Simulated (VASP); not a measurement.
# MoSe (Fm-3m) in VASP: notebook

MoSe is run at these levels: PBE; tasks: single point.

Everything below comes from runs of VASP 6.6.1. Logs are shortened: lines on timing, memory, paths and dates and some standing lists are left out, and cuts for length are marked.

## Step 1: The cell of the first run

The structure is cubic, space group Fm-3m (No. 225). The conventional cell has a = 5.220 Å, b = 5.220 Å, c = 5.220 Å, α = 90.00°, β = 90.00°, γ = 90.00°. Within 3.4 Å of Mo (site symmetry m-3m) lie 6 Se at 2.61 Å. Se (site symmetry m-3m) has 6 Mo at 2.61 Å within 3.4 Å.

## Step 2: Single point, PBE

The input, INCAR:

```
SYSTEM = MoSe
PREC     = Accurate       ! precision mode
ENCUT    = 520            ! plane-wave cutoff, eV
EDIFF    = 1E-6           ! SCF threshold, eV
ISMEAR   = 0              ! smearing method
SIGMA    = 0.1            ! smearing width, eV
LREAL    = .False.        ! projectors in reciprocal space
LASPH    = .True.         ! aspherical terms in the spheres
NELM     = 80             ! most SCF steps
ALGO     = Normal         ! electronic algorithm
ISIF     = 2              ! what is computed and relaxed
LWAVE    = .False.        ! write WAVECAR
LCHARG   = .False.        ! write CHGCAR
GGA      = PE             ! functional
NBANDS   = 17             ! bands
```

The input, KPOINTS:

```
Automatic mesh
0
Gamma
  14 14 14
  0 0 0
```

The input, POSCAR:

```
MoSe
1.0
    0.0000000000      2.6101627283      2.6101627283
    2.6101627283      0.0000000000      2.6101627283
    2.6101627283      2.6101627283      0.0000000000
Mo Se
1 1
Direct
    0.0000000000      0.0000000000      0.0000000000
    0.5000000000      0.5000000000      0.5000000000
```

Potentials or basis: VASP PAW PBE potentials, release 64 (Mo_sv, Se).

Started as:

```bash
$ cat potpaw_PBE.64/Mo_sv/POTCAR potpaw_PBE.64/Se/POTCAR > POTCAR
$ mpirun -np 1 vasp_std > vasp.out
```

OUTCAR:

```text
SYSTEM = MoSe
   PREC = Accurate
   ENCUT = 520
   EDIFF = 1E-6
   ISMEAR = 0
   LREAL = .False.
   LASPH = .True.
   NELM = 80
   ISIF = 2
   GGA = PE

 ion  position               nearest neighbor table
   1  0.000  0.000  0.000-   2 2.61   2 2.61   2 2.61   2 2.61   2 2.61   2 2.61
   2  0.500  0.500  0.500-   1 2.61   1 2.61   1 2.61   1 2.61   1 2.61   1 2.61

  LATTYP: Found a face centered cubic cell.
 ALAT       =     5.2203254566

  Lattice vectors:

 A1 = (   0.0000000000,   2.6101627283,   2.6101627283)
 A2 = (   2.6101627283,   0.0000000000,   2.6101627283)
 A3 = (   2.6101627283,   2.6101627283,   0.0000000000)

Analysis of symmetry for initial positions (statically):
=====================================================================
 Subroutine PRICEL returns:
 Original cell was already a primitive cell.

 Routine SETGRP: Setting up the symmetry group for a
 face centered cubic supercell.

 Subroutine GETGRP returns: Found 48 space group operations
 (whereof 48 operations were pure point group operations)
 out of a pool of 48 trial point group operations.

The static configuration has the point symmetry O_h .

Analysis of symmetry for dynamics (positions and initial velocities):
=====================================================================
 Subroutine PRICEL returns:
 Original cell was already a primitive cell.

 Routine SETGRP: Setting up the symmetry group for a
 face centered cubic supercell.

 Subroutine GETGRP returns: Found 48 space group operations
 (whereof 48 operations were pure point group operations)
 out of a pool of 48 trial point group operations.

The dynamic configuration has the point symmetry O_h .

 Subroutine INISYM returns: Found 48 space group operations
 (whereof 48 operations are pure point group operations),
 and found     1 'primitive' translations

----------------------------------------------------------------------------------------

                                     Primitive cell

  volume of cell :      35.5658

  direct lattice vectors                    reciprocal lattice vectors
     0.000000000  2.610162728  2.610162728    -0.191558938  0.191558938  0.191558938
     2.610162728  0.000000000  2.610162728     0.191558938 -0.191558938  0.191558938
     2.610162728  2.610162728  0.000000000     0.191558938  0.191558938 -0.191558938

  length of vectors
     3.691327530  3.691327530  3.691327530     0.331789813  0.331789813  0.331789813

  position of ions in fractional coordinates (direct lattice)
     0.000000000  0.000000000  0.000000000
     0.500000000  0.500000000  0.500000000

  ion indices of the primitive-cell ions
   primitive index   ion index
                 1           1
                 2           2

----------------------------------------------------------------------------------------

 KPOINTS: Automatic mesh

Automatic generation of k-mesh.
 Grid dimensions read from file:
 generate k-points for:   14   14   14

 Generating k-lattice:

  Cartesian coordinates                     Fractional coordinates (reciprocal lattice)
    -0.013682781  0.013682781  0.013682781     0.071428571  0.000000000  0.000000000
     0.013682781 -0.013682781  0.013682781     0.000000000  0.071428571  0.000000000
     0.013682781  0.013682781 -0.013682781     0.000000000  0.000000000  0.071428571

  Length of vectors
     0.023699272  0.023699272  0.023699272

  Shift w.r.t. Gamma in fractional coordinates (k-lattice)
     0.000000000  0.000000000  0.000000000

 Subroutine IBZKPT returns following result:
 ===========================================

 Found    104 irreducible k-points:

 Following reciprocal coordinates:
            Coordinates               Weight
  0.000000  0.000000  0.000000      1.000000
  0.071429  0.000000  0.000000      8.000000
  0.142857  0.000000  0.000000      8.000000
  0.214286  0.000000  0.000000      8.000000
  0.285714  0.000000  0.000000      8.000000
  0.357143  0.000000  0.000000      8.000000
[... 16 lines left out ...]
  0.214286  0.142857  0.000000     24.000000
  0.285714  0.142857  0.000000     24.000000
 [... further k-points ...]
   k-points           NKPTS =    104   k-points in BZ     NKDIM =    104   number of bands    NBANDS=     17
   number of dos      NEDOS =    301   number of ions     NIONS =      2
   total plane-waves  NPLWV =  21952
   dimension x,y,z NGX =    28 NGY =   28 NGZ =   28
   dimension x,y,z NGXF=    56 NGYF=   56 NGZF=   56
   ions per type =               1   1
   NGX,Y,Z   is equivalent  to a cutoff of  12.61, 12.61, 12.61 a.u.
   NGXF,Y,Z  is equivalent  to a cutoff of  25.22, 25.22, 25.22 a.u.
 SYSTEM =  MoSe
   PREC   = accura    normal or accurate (medium, high low for compatibility)
   ISTART =      0    job   : 0-new  1-cont  2-samecut
   ICHARG =      2    charge: 1-file 2-atom 10-const
   ISPIN  =      1    spin polarized calculation?
   LNONCOLLINEAR =      F non collinear calculations
   LSORBIT =      F    spin-orbit coupling
   LASPH  =      T    aspherical Exc in radial PAW
   ENCUT  =  520.0 eV  38.22 Ry    6.18 a.u.   6.86  6.86  6.86*2*pi/ulx,y,z
   NELM   =     80;   NELMIN=  2; NELMDL= -5     # of ELM steps
   EDIFF  = 0.1E-05   stopping-criterion for ELM
   LREAL  =      F    real-space projection
   EDIFFG = 0.1E-04   stopping-criterion for IOM
   NSW    =      0    number of steps for IOM
   IBRION =     -1    ionic relax: 0-MD 1-quasi-New 2-CG
   NFREE  =      0    steps in history (QN), initial steepest desc. (CG)
   ISIF   =      2    stress and relaxation
   ISYM   =      2    0-nonsym 1-usesym 2-fastsym
   POTIM  = 0.5000    time-step for ionic-motion
   TEBEG  =    0.0;   TEEND  =   0.0 temperature during run
   PSTRESS=    0.0 pullay stress
   NELECT =      20.0000    total number of electrons
   NUPDOWN=      -1.0000    fix difference up-down
   EMIN   =  10.00;   EMAX   =-10.00  energy-range for DOS
   EFERMI =   0.00;   METHOD = LEGACY
   ISMEAR =     0;   SIGMA  =   0.10  broadening in eV -4-tet -1-fermi 0-gaus
   EFERMI_NEDOS =   21; number of points for ismear=-14 and -15
   IALGO  =     38    algorithm
   IMIX   =      4    mixing-type and parameters
     AMIX     =   0.40;   BMIX     =  1.00
     AMIX_MAG =   1.60;   BMIX_MAG =  1.00
  volume/ion in A,a.u.               =      17.78       120.00
  Fermi-wavevector in a.u.,A,eV,Ry     =   1.351265  2.553521 24.843116  1.825918
  Thomas-Fermi vector in A             =   2.478701
   LORBIT       =      0    0 simple, 1 ext, 2 COOP (PROOUT), +10 PAW based schemes
   GGA     = PE    functional components
   LHFCALC =     F    Hartree Fock is set to
   AEXX    =    0.0000 exact exchange contribution
   IVDW    =     0    specifies the selected vdW correction
   LEPSILON=     F    determine dielectric tensor
   LRPA    =     F    only Hartree local field effects (RPA)
 non-spin polarized calculation
 Gauss-broadening in eV      SIGMA  =   0.10
  energy-cutoff  :      520.00
  volume of cell :       35.57
 maximum number of plane-waves:       982
   NGX = 13   NGY = 13   NGZ = 13

 number of electron      20.0000001 magnetization

 Free energy of the ion-electron system (eV)
  ---------------------------------------------------
  ext. energy  EPLUGINS =         0.00000000
  ---------------------------------------------------
  free energy    TOTEN  =       -13.29637964 eV

  energy without entropy =      -13.28164027  energy(sigma->0) =      -13.28900995

 E-fermi :   9.6207     XC(G=0): -11.7777

 val. band max:        9.5773517001   @ k =  -0.4286   0.2143   0.0000
 cond. band min:       9.6222961369   @ k =   0.5000   0.2143   0.0714
 fundamental gap:      0.0449444369
 Fermi energy:         9.6207132301

 k-point     1 :       0.0000    0.0000    0.0000
  band No.  band energies     occupation
      1     -51.6381      2.00000
      2     -25.7452      2.00000
      3     -25.7452      2.00000
      4     -25.7452      2.00000
      5      -6.3394      2.00000
      6       7.3463      2.00000
[... 9 lines left out ...]
     16      21.6567      0.00000
     17      21.6567      0.00000

 k-point     2 :       0.0714    0.0000    0.0000
  band No.  band energies     occupation
      1     -51.6377      2.00000
      2     -25.7512      2.00000
      3     -25.7457      2.00000
      4     -25.7457      2.00000
      5      -6.2773      2.00000
      6       6.5871      2.00000
[... 9 lines left out ...]
     16      21.2241      0.00000
     17      21.4208      0.00000

 k-point     3 :       0.1429    0.0000    0.0000
  band No.  band energies     occupation
      1     -51.6367      2.00000
      2     -25.7680      2.00000
      3     -25.7472      2.00000
      4     -25.7472      2.00000
      5      -6.0970      2.00000
      6       5.4948      2.00000
[... 9 lines left out ...]
     16      20.6721      0.00000
     17      20.6880      0.00000

 k-point     4 :       0.2143    0.0000    0.0000
  band No.  band energies     occupation
      1     -51.6351      2.00000
      2     -25.7921      2.00000
      3     -25.7492      2.00000
      4     -25.7492      2.00000
      5      -5.8180      2.00000
      6       4.3716      2.00000
[... 9 lines left out ...]
     16      19.5573      0.00000
     17      19.5573      0.00000
[... 343 lines left out ...]
      1     -51.6362      2.00000
      2     -25.7653      2.00000
      3     -25.7529      2.00000
      4     -25.7529      2.00000
      5      -6.0350      2.00000
      6       4.7423      2.00000
[... 9 lines left out ...]
     16      20.1354      0.00000
     17      20.1386      0.00000

 k-point    23 :       0.2143    0.1429    0.0000
  band No.  band energies     occupation
      1     -51.6350      2.00000
      2     -25.7807      2.00000
      3     -25.7564      2.00000
      4     -25.7548      2.00000
      5      -5.8512      2.00000
      6       4.1295      2.00000
[... 9 lines left out ...]
     16      18.7843      0.00000
     17      19.6352      0.00000

 k-point    24 :       0.2857    0.1429    0.0000
  band No.  band energies     occupation
      1     -51.6335      2.00000
      2     -25.8026      2.00000
      3     -25.7595      2.00000
      4     -25.7568      2.00000
      5      -5.5923      2.00000
      6       3.5323      2.00000
[... 9 lines left out ...]
     16      18.2603      0.00000
     17      19.0191      0.00000

 [... further k-points ...]

------------------------ aborting loop because EDIFF is reached ----------------------------------------

  FORCE on cell =-STRESS in cart. coord.  units (eV):
  Direction    XX          YY          ZZ          XY          YZ          ZX
  --------------------------------------------------------------------------------------
  -------------------------------------------------------------------------------------
  Total        0.0543631      0.0543631      0.0543631      0.0000000      0.0000000      0.0000000
  in kB        2.4489626      2.4489626      2.4489626      0.0000000      0.0000000      0.0000000
  external PRESSURE =       2.4489626 kB  Pullay stress =       0.0000000 kB

 VOLUME and BASIS-vectors are now :
 -----------------------------------------------------------------------------
  energy-cutoff  :      520.00
  volume of cell :       35.57
      direct lattice vectors                 reciprocal lattice vectors
     0.000000000  2.610162728  2.610162728    -0.191558938  0.191558938  0.191558938
     2.610162728  0.000000000  2.610162728     0.191558938 -0.191558938  0.191558938
     2.610162728  2.610162728  0.000000000     0.191558938  0.191558938 -0.191558938

 POSITION                                       TOTAL-FORCE (eV/Angst)
 -----------------------------------------------------------------------------------
      0.00000      0.00000      0.00000         0.000000      0.000000     -0.000000
      2.61016      2.61016      2.61016        -0.000000     -0.000000      0.000000
 -----------------------------------------------------------------------------------
    total drift:                               -0.000000      0.000000      0.000000

  FREE ENERGIE OF THE ION-ELECTRON SYSTEM (eV)
  ---------------------------------------------------
  free  energy   TOTEN  =       -13.2963796356 eV

  energy  without entropy=      -13.2816402739  energy(sigma->0) =      -13.28900995
```

Wall time 23 s (1 thread of Intel Xeon 6975P-C (Granite Rapids), shared host); peak memory 0.2 GiB.

What came out:

| Item | Value |
| --- | --- |
| Free energy | -13.2964 eV |
| Pressure | 0.2 GPa |
| Band gap on the k mesh | zero (bands 10 and 11 overlap by 2.21 eV) |

## Step 3: Single point, PBE

This run uses another cell than the first one, of 20.98 Å³/atom.

The input, INCAR:

```
SYSTEM = MoSe
PREC = Accurate
ENCUT = 520
EDIFF = 1E-6
ISMEAR = 0
SIGMA = 0.1
LREAL = .False.
LASPH = .True.
NELM = 60
ALGO = Normal
ISIF = 2
LWAVE = .False.
LCHARG = .False.
GGA = PE
NBANDS = 17
```

KPOINTS is that of step 2.

The input, POSCAR:

```
MoSe
1.0
    0.0000000000      2.7582158703      2.7582158703
    2.7582158703      0.0000000000      2.7582158703
    2.7582158703      2.7582158703      0.0000000000
Mo Se
1 1
Direct
    0.0000000000      0.0000000000      0.0000000000
    0.5000000000      0.5000000000      0.5000000000
```

Potentials or basis: VASP PAW PBE potentials, release 64 (Mo_sv, Se).

Started as:

```bash
$ cat potpaw_PBE.64/Mo_sv/POTCAR potpaw_PBE.64/Se/POTCAR > POTCAR
$ mpirun -np 1 vasp_std > vasp.out
```

Run time: 31 s. Hardware: 1 thread of Intel Xeon 6975P-C (Granite Rapids), shared host; peak memory 0.22 GiB.

The run converged. Its results:

```
Free energy            : -12.9400 eV
Pressure               : -15.4 GPa
Band gap on the k mesh : zero (bands 10 and 11 overlap by 1.65 eV)
```

Levels at points of the mesh, in eV from the Fermi level:
```tsv
k point	band 6	band 7	band 8	band 9	band 10	band 11	band 12	band 13	band 14	band 15
(0.00, 0.00, 0.00)	-2.14	-2.14	-2.14	-1.44	-1.44	-1.44	-1.18	-1.18	1.55	8.24
(0.50, 0.00, 0.00)	-6.80	-4.71	-4.71	-0.04	-0.04	0.40	2.57	3.62	3.62	6.02
(0.50, 0.50, 0.00)	-5.49	-3.43	-3.43	-2.66	-0.54	0.40	0.40	0.92	1.99	8.52
```

Caveat: the cell stands under tension.

(Part 1 of 2 ends here.)

The gap in the log of VASP goes by the Fermi energy; the results here count the filled bands.